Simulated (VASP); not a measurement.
Here is a VASP 6.6.1 calculation.

File INCAR:

```
PREC     = Accurate       # precision mode
ENCUT    = 500            # plane-wave cutoff, eV
EDIFF    = 1E-6           # SCF threshold, eV
ISMEAR   = 0              # smearing method
SIGMA    = 0.03           # smearing width, eV
LREAL    = F              # projectors in reciprocal space
LASPH    = T              # aspherical terms in the spheres
NELM     = 120            # most SCF steps
ALGO     = Normal         # electronic algorithm
ISIF     = 2              # what is computed and relaxed
LWAVE    = F              # write WAVECAR
LCHARG   = F              # write CHGCAR
GGA      = PS             # functional
NBANDS   = 17             # bands
GGA_COMPAT= F
```

File KPOINTS:

```
Automatic mesh
0
Gamma
  10 10 10
```

Contents of POSCAR:

```
SnTe
1.0
    0.0000000000      3.0775875000      3.0775875000
    3.0775875000      0.0000000000      3.0775875000
    3.0775875000      3.0775875000      0.0000000000
Sn Te
1 1
Direct
    0.0000000000      0.0000000000      0.0000000000
    0.5000000000      0.5000000000      0.5000000000
```

Potentials or basis: VASP PAW PBE potentials, release 64 (Sn_d, Te).

The run is started by

```sh
$ cat potpaw_PBE.64/Sn_d/POTCAR potpaw_PBE.64/Te/POTCAR > POTCAR
$ mpirun -np 1 vasp_std > vasp.out
```

Question: Estimate the pressure.

Answer: 3.5 GPa.

Question: What does it give for the band gap on the k mesh?

Answer: 0.33 eV.

Caveat: the cell differs from its parent crystal (strain -0.025 along x and y, -0.025 along z); the cell stands under pressure; the PAW data sets were made with another functional, which shifts forces and pressure a little; spin-orbit coupling is left out, which moves the levels of the heavy elements. A k mesh can miss the band edges.
